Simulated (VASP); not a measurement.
MgS, 2 atoms in the cell. The structure is cubic, space group F-43m (No. 216). The conventional cell has a = 5.666 Å, b = 5.666 Å, c = 5.666 Å, α = 90.00°, β = 90.00°, γ = 90.00°. S (site symmetry -43m) has 4 Mg at 2.45 Å within 3.2 Å. Mg (site symmetry -43m) has 4 S at 2.45 Å within 3.2 Å. 

* Program: VASP 6.6.1
* Task: single point
* Functional: LDA
* Potentials or basis: VASP PAW LDA potentials, release 64 (S, Mg)
* Cutoff: 520 eV
* k mesh: 12 × 12 × 12
* Occupations: gaussian, width 0.01 eV
* Spin: no spin polarisation
* Dipole correction: no
* Further INCAR settings: ALGO = Normal; EDIFF = 1e-06; NBANDS = 11

Potentials or basis: VASP PAW LDA potentials, release 64 (S, Mg).

Launch:

```console
$ cat potpaw_LDA.64/S/POTCAR potpaw_LDA.64/Mg/POTCAR > POTCAR
$ mpirun -np 1 vasp_std > vasp.out
```

Hardware: 1 thread of Intel(R) Xeon(R) Platinum 8375C CPU @ 2.90GHz (Ice Lake), on a shared host.

Q: Estimate the wall time of this run.

A: Wall time 36 s on 1 thread of Intel(R) Xeon(R) Platinum 8375C CPU @ 2.90GHz (Ice Lake), on a shared host, peak memory 0.17 GiB. Counts: scf iterations 12, k points 72.
